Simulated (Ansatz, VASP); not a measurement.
## Si3As2 in VASP and in Ansatz

The input INCAR:

```
PREC = Accurate
ENCUT = 600
EDIFF = 1E-6
ISMEAR = 0
SIGMA = 0.2
LREAL = False
LASPH = True
NELM = 100
ALGO = Normal
ISIF = 3
LWAVE = False
LCHARG = False
GGA = PE
IBRION = 2
NSW = 36
EDIFFG = -0.08
```

Contents of KPOINTS:

```
Automatic mesh
0
Gamma
  5 5 1
```

Contents of POSCAR:

```
Si3As2
1.0
    3.8000000000      0.0000000000      0.0000000000
   -1.9000000000      3.2908965300      0.0000000000
    0.0000000000      0.0000000000     16.6000000000
Si As
6 4
Direct
    0.0000000000      0.0000000000      0.0708000000
    0.3333333300      0.6666666700      0.1178000000
    0.3333333300      0.6666666700      0.2593000000
    0.0000000000      0.0000000000      0.9292000000
    0.6666666700      0.3333333300      0.8822000000
    0.6666666700      0.3333333300      0.7407000000
    0.3333333300      0.6666666700      0.6810000000
    0.6666666700      0.3333333300      0.3190000000
    0.3333333300      0.6666666700      0.4630000000
    0.6666666700      0.3333333300      0.5370000000
```

Input for Ansatz:

```yaml
crystal:
  lattice:
    - [3.8, 0.0, 0.0]
    - [-1.9, 3.29089653, 0.0]
    - [0.0, 0.0, 16.6]
  atoms:
    - { symbol: Si, position: [0.0, 0.0, 0.0708] }
    - { symbol: Si, position: [0.33333333, 0.66666667, 0.1178] }
    - { symbol: Si, position: [0.33333333, 0.66666667, 0.2593] }
    - { symbol: Si, position: [0.0, 0.0, 0.9292] }
    - { symbol: Si, position: [0.66666667, 0.33333333, 0.8822] }
    - { symbol: Si, position: [0.66666667, 0.33333333, 0.7407] }
    - { symbol: As, position: [0.33333333, 0.66666667, 0.681] }
    - { symbol: As, position: [0.66666667, 0.33333333, 0.319] }
    - { symbol: As, position: [0.33333333, 0.66666667, 0.463] }
    - { symbol: As, position: [0.66666667, 0.33333333, 0.537] }
basis:
  ecutwfc: 420
kpoints:
  mp_grid: { grid: [5, 5, 1] }
hamiltonian:
  xc: pbe
scf:
  occupations: { method: gaussian, width: 0.2 }
  lower_state_search: "off"
output:
  forces: true
  stress: true
  eigenvalues: true
relax:
  adjacent_minimum: "off"
  f_tol: 0.08
  max_steps: 16
  cell: { stress_tol: 0.8 }
```

Alike in both runs: task relaxation of cell and atoms; functional PBE; k mesh 5 × 5 × 1; occupations gaussian, width 0.2 eV; no spin polarisation.

|  | VASP | Ansatz |
| --- | --- | --- |
| version | VASP 6.6.1 | Ansatz 0.2.0 |
| potentials or method | VASP PAW PBE potentials, release 64 (Si, As), cutoff 600 eV | scalar-relativistic, plane waves, PAW |
| valence electrons in the cell | 44 | 84 |

```csv
,VASP,Ansatz,Ansatz less VASP
"gap on the k mesh at the Fermi level, each at its own relaxed structure (eV)",none,none,-
relaxed volume (Å³/atom),22.76,23.21,+0.444
relaxed cell length with the largest relative difference (Å),18.365,18.732,+0.3675
```

A gap of «none» marks a metal or a gap that the smearing closes. VASP's potentials hold 44 valence electrons a cell and Ansatz's 84, so a difference there can come from the potentials and not from the codes.

The k mesh is coarse, so the values compare programs but aren't converged.
